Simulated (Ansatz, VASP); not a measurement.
## Mo in VASP and in Ansatz

```
CELL_PARAMETERS angstrom
4.92091 0.00000 0.00000
-2.46046 4.26164 0.00000
0.00000 0.00000 2.69129
ATOMIC_POSITIONS crystal
Mo 0.00000 0.00000 0.00000
Mo 0.33333 0.66667 0.50000
Mo 0.66667 0.33333 0.50000
```

Alike in both runs: task single point; functional BLYP; k mesh 9 × 9 × 14; occupations fermi-dirac, width 0.1 eV; no spin polarisation.

|  | VASP | Ansatz |
| --- | --- | --- |
| version | VASP 6.6.1 | Ansatz 0.2.0 |
| potentials or method | VASP PAW PBE potentials, release 64 (Mo_sv), cutoff 520 eV | plane waves (420 eV) with PAW, scalar-relativistic |
| valence electrons in the cell | 42 | 42 |

Ansatz gave:

```
pressure (GPa)                                                : -18.8
traceless stress, the component that is largest in VASP (GPa) : -2.48
```

Question: Estimate VASP's values.

Answer: Pressure (GPa): -18.3; traceless stress, the component that is largest in VASP (GPa): -2.41.

VASP's potentials were made for PBE, not for BLYP.
